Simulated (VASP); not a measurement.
Here is a VASP 6.6.1 calculation.

Contents of INCAR:

```
SYSTEM = N
PREC     = Accurate       ! precision mode
ENCUT    = 520            ! plane-wave cutoff, eV
EDIFF    = 1E-6           ! SCF threshold, eV
ISMEAR   = -1             ! smearing method
SIGMA    = 0.05           ! smearing width, eV
LREAL    = .False.        ! projectors in reciprocal space
LASPH    = .True.         ! aspherical terms in the spheres
NELM     = 80             ! most SCF steps
ALGO     = Normal         ! electronic algorithm
ISIF     = 2              ! what is computed and relaxed
LWAVE    = .False.        ! write WAVECAR
LCHARG   = .False.        ! write CHGCAR
GGA      = PS             ! functional
IBRION   = 2              ! ionic algorithm
NSW      = 50             ! ionic steps
EDIFFG   = -0.01          ! ionic threshold
```

The input KPOINTS:

```
regular mesh
0
Gamma
  1 1 1
  0 0 0
```

File POSCAR:

```
N
1.0
    9.0000000000      0.0000000000      0.0000000000
    0.0000000000      9.5000000000      0.0000000000
    0.0000000000      0.0000000000     10.0000000000
N
2
Direct
    0.5000000000      0.5000000000      0.4445000000
    0.5000000000      0.5000000000      0.5555000000
```

Potentials or basis: VASP PAW PBE potentials, release 64 (N).

Command:

```bash
$ cat potpaw_PBE.64/N/POTCAR > POTCAR
$ mpirun -np 1 vasp_gam > vasp.out
```

(1) Estimate the energy gained by relaxing.

(2) Predict the gap between the frontier levels.

Answers

(1) 0.1 meV/atom.

(2) 8.05 eV.

Caveat: the standard files for N, O and F lose accuracy on very short bonds.
